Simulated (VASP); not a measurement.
# SmNb (P4/nmm) in VASP: single point with PBE

Aim: the single point of SmNb with PBE.

Program: VASP 6.6.1. These are calculated values, not measurements. Logs are shortened: lines on timing, memory, paths and dates and some standing lists are left out, and cuts for length are marked.

## Step 1: The cell of the first run

It takes space group P4/nmm (No. 129, tetragonal). Conventional cell: a = 3.506 Å, b = 3.506 Å, c = 8.277 Å, α = 90.00°, β = 90.00°, γ = 90.00°. Sm (site symmetry 4mm) has 5 Nb at 3.20 to 3.33 Å and 8 Sm at 3.51 to 3.82 Å within 4.2 Å. Within 3.7 Å of Nb (site symmetry 4mm) lie 8 Nb at 2.80 to 3.51 Å and 5 Sm at 3.20 to 3.33 Å.

The cell was built from a structure type or drawn by symmetry, and may not be a known phase.

## Step 2: Single point, PBE

The input, INCAR:

```
ALGO = Normal
EDIFF = 1E-6
ENCUT = 500
GGA = PE
GGA_COMPAT = False
ISIF = 2
ISMEAR = 0
LASPH = True
LCHARG = False
LMAXMIX = 6
LREAL = False
LWAVE = False
NBANDS = 32
NELM = 200
PREC = Accurate
SIGMA = 0.2
```

The input, KPOINTS:

```
k-points
0
Gamma
  5 5 3
```

The input, POSCAR:

```
SmNb
1.0
    3.5059919068      0.0000000000      0.0000000000
    0.0000000000      3.5059919068      0.0000000000
    0.0000000000      0.0000000000      8.2770732287
Sm Nb
2 2
Direct
    0.5000000000      0.0000000000      0.8241326400
    0.0000000000      0.5000000000      0.1758673600
    0.5000000000      0.0000000000      0.4212517589
    0.0000000000      0.5000000000      0.5787482411
```

Potentials or basis: VASP PAW PBE potentials, release 64 (Sm_3, Nb_sv), 4f in core.

Command:

```bash
cat potpaw_PBE.64/Sm_3/POTCAR potpaw_PBE.64/Nb_sv/POTCAR > POTCAR
mpirun -np 1 vasp_std > vasp.out
```

OUTCAR:

```text
EDIFF = 1E-6
   ENCUT = 500
   GGA = PE
   ISIF = 2
   ISMEAR = 0
   LASPH = True
   LREAL = False
   NELM = 200
   PREC = Accurate

 ion  position               nearest neighbor table
   1  0.500  0.000  0.824-   4 3.20   4 3.20   4 3.20   4 3.20   3 3.33
   2  0.000  0.500  0.176-   3 3.20   3 3.20   3 3.20   3 3.20   4 3.33
   3  0.500  0.000  0.421-   4 2.80   4 2.80   4 2.80   4 2.80   2 3.20   2 3.20   2 3.20   2 3.20
                             1 3.33
   4  0.000  0.500  0.579-   3 2.80   3 2.80   3 2.80   3 2.80   1 3.20   1 3.20   1 3.20   1 3.20
                             2 3.33

  LATTYP: Found a simple tetragonal cell.
 ALAT       =     3.5059919068
 C/A-ratio  =     2.3608363763

  Lattice vectors:

 A1 = (   3.5059919068,   0.0000000000,   0.0000000000)
 A2 = (   0.0000000000,   3.5059919068,   0.0000000000)
 A3 = (   0.0000000000,   0.0000000000,   8.2770732287)

Analysis of symmetry for initial positions (statically):
=====================================================================
 Subroutine PRICEL returns:
 Original cell was already a primitive cell.

 Routine SETGRP: Setting up the symmetry group for a
 simple tetragonal supercell.

 Subroutine GETGRP returns: Found 16 space group operations
 (whereof  8 operations were pure point group operations)
 out of a pool of 16 trial point group operations.

The static configuration has the point symmetry D_2d.
 The point group associated with its full space group is D_4h.

Analysis of symmetry for dynamics (positions and initial velocities):
=====================================================================
 Subroutine PRICEL returns:
 Original cell was already a primitive cell.

 Routine SETGRP: Setting up the symmetry group for a
 simple tetragonal supercell.

 Subroutine GETGRP returns: Found 16 space group operations
 (whereof  8 operations were pure point group operations)
 out of a pool of 16 trial point group operations.

The dynamic configuration has the point symmetry D_2d.
 The point group associated with its full space group is D_4h.

 Subroutine INISYM returns: Found 16 space group operations
 (whereof  8 operations are pure point group operations),
 and found     1 'primitive' translations

----------------------------------------------------------------------------------------

                                     Primitive cell

  volume of cell :     101.7416

  direct lattice vectors                    reciprocal lattice vectors
     3.505991907  0.000000000  0.000000000     0.285225986  0.000000000  0.000000000
     0.000000000  3.505991907  0.000000000     0.000000000  0.285225986  0.000000000
     0.000000000  0.000000000  8.277073229     0.000000000  0.000000000  0.120815652

  length of vectors
     3.505991907  3.505991907  8.277073229     0.285225986  0.285225986  0.120815652

  position of ions in fractional coordinates (direct lattice)
     0.500000000  0.000000000  0.824132640
     0.000000000  0.500000000  0.175867360
     0.500000000  0.000000000  0.421251759
     0.000000000  0.500000000  0.578748241

  ion indices of the primitive-cell ions
   primitive index   ion index
                 1           1
                 2           2
                 3           3
                 4           4

----------------------------------------------------------------------------------------

 KPOINTS: k-points

Automatic generation of k-mesh.
 Grid dimensions read from file:
 generate k-points for:    5    5    3

 Generating k-lattice:

  Cartesian coordinates                     Fractional coordinates (reciprocal lattice)
     0.057045197  0.000000000  0.000000000     0.200000000  0.000000000  0.000000000
     0.000000000  0.057045197  0.000000000     0.000000000  0.200000000  0.000000000
     0.000000000  0.000000000  0.040271884     0.000000000  0.000000000  0.333333333

  Length of vectors
     0.057045197  0.057045197  0.040271884

  Shift w.r.t. Gamma in fractional coordinates (k-lattice)
     0.000000000  0.000000000  0.000000000

 Subroutine IBZKPT returns following result:
 ===========================================

 Found     12 irreducible k-points:

 Following reciprocal coordinates:
            Coordinates               Weight
  0.000000  0.000000  0.000000      1.000000
  0.200000  0.000000  0.000000      4.000000
  0.400000  0.000000  0.000000      4.000000
  0.200000  0.200000  0.000000      4.000000
  0.400000  0.200000  0.000000      8.000000
  0.400000  0.400000  0.000000      4.000000
  0.000000  0.000000  0.333333      2.000000
  0.200000  0.000000  0.333333      8.000000
  0.400000  0.000000  0.333333      8.000000
  0.200000  0.200000  0.333333      8.000000
  0.400000  0.200000  0.333333     16.000000
  0.400000  0.400000  0.333333      8.000000
   k-points           NKPTS =     12   k-points in BZ     NKDIM =     12   number of bands    NBANDS=     32
   number of dos      NEDOS =    301   number of ions     NIONS =      4
   total plane-waves  NPLWV =  47040
   dimension x,y,z NGX =    28 NGY =   28 NGZ =   60
   dimension x,y,z NGXF=    56 NGYF=   56 NGZF=  120
   ions per type =               2   2
   NGX,Y,Z   is equivalent  to a cutoff of  13.28, 13.28, 12.05 a.u.
   NGXF,Y,Z  is equivalent  to a cutoff of  26.55, 26.55, 24.10 a.u.
 SYSTEM =  unknown system
   PREC   = accura    normal or accurate (medium, high low for compatibility)
   ISTART =      0    job   : 0-new  1-cont  2-samecut
   ICHARG =      2    charge: 1-file 2-atom 10-const
   ISPIN  =      1    spin polarized calculation?
   LNONCOLLINEAR =      F non collinear calculations
   LSORBIT =      F    spin-orbit coupling
   LASPH  =      T    aspherical Exc in radial PAW
   ENCUT  =  500.0 eV  36.75 Ry    6.06 a.u.   6.39  6.39 15.09*2*pi/ulx,y,z
   NELM   =    200;   NELMIN=  2; NELMDL= -5     # of ELM steps
   EDIFF  = 0.1E-05   stopping-criterion for ELM
   LREAL  =      F    real-space projection
   EDIFFG = 0.1E-04   stopping-criterion for IOM
   NSW    =      0    number of steps for IOM
   IBRION =     -1    ionic relax: 0-MD 1-quasi-New 2-CG
   NFREE  =      0    steps in history (QN), initial steepest desc. (CG)
   ISIF   =      2    stress and relaxation
   ISYM   =      2    0-nonsym 1-usesym 2-fastsym
   POTIM  = 0.5000    time-step for ionic-motion
   TEBEG  =    0.0;   TEEND  =   0.0 temperature during run
   PSTRESS=    0.0 pullay stress
   NELECT =      48.0000    total number of electrons
   NUPDOWN=      -1.0000    fix difference up-down
   EMIN   =  10.00;   EMAX   =-10.00  energy-range for DOS
   EFERMI =   0.00;   METHOD = LEGACY
   ISMEAR =     0;   SIGMA  =   0.20  broadening in eV -4-tet -1-fermi 0-gaus
   EFERMI_NEDOS =   21; number of points for ismear=-14 and -15
   IALGO  =     38    algorithm
   IMIX   =      4    mixing-type and parameters
     AMIX     =   0.40;   BMIX     =  1.00
     AMIX_MAG =   1.60;   BMIX_MAG =  1.00
  volume/ion in A,a.u.               =      25.44       171.65
  Fermi-wavevector in a.u.,A,eV,Ry     =   1.274449  2.408359 22.098849  1.624220
  Thomas-Fermi vector in A             =   2.407216
   LORBIT       =      0    0 simple, 1 ext, 2 COOP (PROOUT), +10 PAW based schemes
   GGA     = PE    functional components
   LHFCALC =     F    Hartree Fock is set to
   AEXX    =    0.0000 exact exchange contribution
   IVDW    =     0    specifies the selected vdW correction
   LEPSILON=     F    determine dielectric tensor
   LRPA    =     F    only Hartree local field effects (RPA)
 non-spin polarized calculation
 Gauss-broadening in eV      SIGMA  =   0.20
  energy-cutoff  :      500.00
  volume of cell :      101.74
 maximum number of plane-waves:      2615
 NGX is ok and might be reduce to    28
   NGX = 13   NGY = 13   NGZ = 31

 number of electron      48.0000003 magnetization

 Free energy of the ion-electron system (eV)
  ---------------------------------------------------
  ext. energy  EPLUGINS =         0.00000000
  ---------------------------------------------------
  free energy    TOTEN  =       -28.98486727 eV

  energy without entropy =      -28.88608447  energy(sigma->0) =      -28.93547587

 E-fermi :   6.0741     XC(G=0): -10.8063

 val. band max:        6.0601848916   @ k =   0.4000   0.2000   0.0000
 cond. band min:       6.1077149406   @ k =   0.4000   0.4000   0.3333
 fundamental gap:      0.0475300490
 Fermi energy:         6.0740948538

 k-point     1 :       0.0000    0.0000    0.0000
  band No.  band energies     occupation
      1     -48.4692      2.00000
      2     -48.2091      2.00000
      3     -34.7316      2.00000
      4     -34.6999      2.00000
      5     -24.6772      2.00000
      6     -24.6772      2.00000
[... 24 lines left out ...]
     31       8.8013      0.00000
     32       8.9168      0.00000

 k-point     2 :       0.2000    0.0000    0.0000
  band No.  band energies     occupation
      1     -48.4417      2.00000
      2     -48.2312      2.00000
      3     -34.7121      2.00000
      4     -34.6864      2.00000
      5     -24.7699      2.00000
      6     -24.6767      2.00000
[... 24 lines left out ...]
     31       8.3306      0.00000
     32       8.8784      0.00000

 k-point     3 :       0.4000    0.0000    0.0000
  band No.  band energies     occupation
      1     -48.3723      2.00000
      2     -48.2918      2.00000
      3     -34.6773      2.00000
      4     -34.6675      2.00000
      5     -24.8427      2.00000
      6     -24.7860      2.00000
[... 24 lines left out ...]
     31       8.7894      0.00000
     32       8.9915      0.00000

 k-point     4 :       0.2000    0.2000    0.0000
  band No.  band energies     occupation
      1     -48.4188      2.00000
      2     -48.2483      2.00000
      3     -34.6932      2.00000
      4     -34.6724      2.00000
      5     -24.7650      2.00000
      6     -24.7163      2.00000
[... 234 lines left out ...]
     31       8.7125      0.00000
     32       9.3177      0.00000

 k-point    11 :       0.4000    0.2000    0.3333
  band No.  band energies     occupation
      1     -48.3615      2.00000
      2     -48.2963      2.00000
      3     -34.6602      2.00000
      4     -34.6518      2.00000
      5     -24.8476      2.00000
      6     -24.8124      2.00000
[... 24 lines left out ...]
     31       9.3779      0.00000
     32       9.4346      0.00000

 k-point    12 :       0.4000    0.4000    0.3333
  band No.  band energies     occupation
      1     -48.3362      2.00000
      2     -48.3113      2.00000
      3     -34.6309      2.00000
      4     -34.6276      2.00000
      5     -24.9040      2.00000
      6     -24.8904      2.00000
[... 24 lines left out ...]
     31       9.3484      0.00000
     32       9.6385      0.00000

------------------------ aborting loop because EDIFF is reached ----------------------------------------

  FORCE on cell =-STRESS in cart. coord.  units (eV):
  Direction    XX          YY          ZZ          XY          YZ          ZX
  --------------------------------------------------------------------------------------
  -------------------------------------------------------------------------------------
  Total        0.4692186      0.4692186      0.5009187      0.0000000     -0.0000000      0.0000000
  in kB        7.3890266      7.3890266      7.8882239      0.0000000     -0.0000000      0.0000000
  external PRESSURE =       7.5554257 kB  Pullay stress =       0.0000000 kB

 VOLUME and BASIS-vectors are now :
 -----------------------------------------------------------------------------
  energy-cutoff  :      500.00
  volume of cell :      101.74
      direct lattice vectors                 reciprocal lattice vectors
     3.505991907  0.000000000  0.000000000     0.285225986  0.000000000  0.000000000
     0.000000000  3.505991907  0.000000000     0.000000000  0.285225986  0.000000000
     0.000000000  0.000000000  8.277073229     0.000000000  0.000000000  0.120815652

 POSITION                                       TOTAL-FORCE (eV/Angst)
 -----------------------------------------------------------------------------------
      1.75300      0.00000      6.82141         0.000000      0.000000      0.016930
      0.00000      1.75300      1.45567         0.000000      0.000000     -0.016930
      1.75300      0.00000      3.48673        -0.000000      0.000000     -0.031315
      0.00000      1.75300      4.79034         0.000000      0.000000      0.031315
 -----------------------------------------------------------------------------------
    total drift:                                0.000000      0.000000      0.000000

  FREE ENERGIE OF THE ION-ELECTRON SYSTEM (eV)
  ---------------------------------------------------
  free  energy   TOTEN  =       -28.9848672694 eV

  energy  without entropy=      -28.8860844719  energy(sigma->0) =      -28.93547587
```

Run time: 19 s. Hardware: 1 thread of Intel Xeon Platinum 8481C at 2.70GHz (Sapphire Rapids), shared host; peak memory 0.21 GiB.

Results:

- Free energy: -28.9849 eV
- Pressure: 0.8 GPa
- Largest force: 0.031 eV/Å
- Band gap on the k mesh: zero (bands 24 and 25 overlap by 1.02 eV)

Forces in eV/Å, atoms in the order of the input:
```
Sm   0.000  0.000  0.017
Sm   0.000  0.000 -0.017
Nb   0.000  0.000 -0.031
Nb   0.000  0.000  0.031
```

Caveat: spin-orbit coupling is left out, which moves the levels of the heavy elements; the 4f electrons are frozen in the core, so they carry no moment and show no levels. Spin polarisation is off, so any magnetic state and its effect on volume and gap are missing.
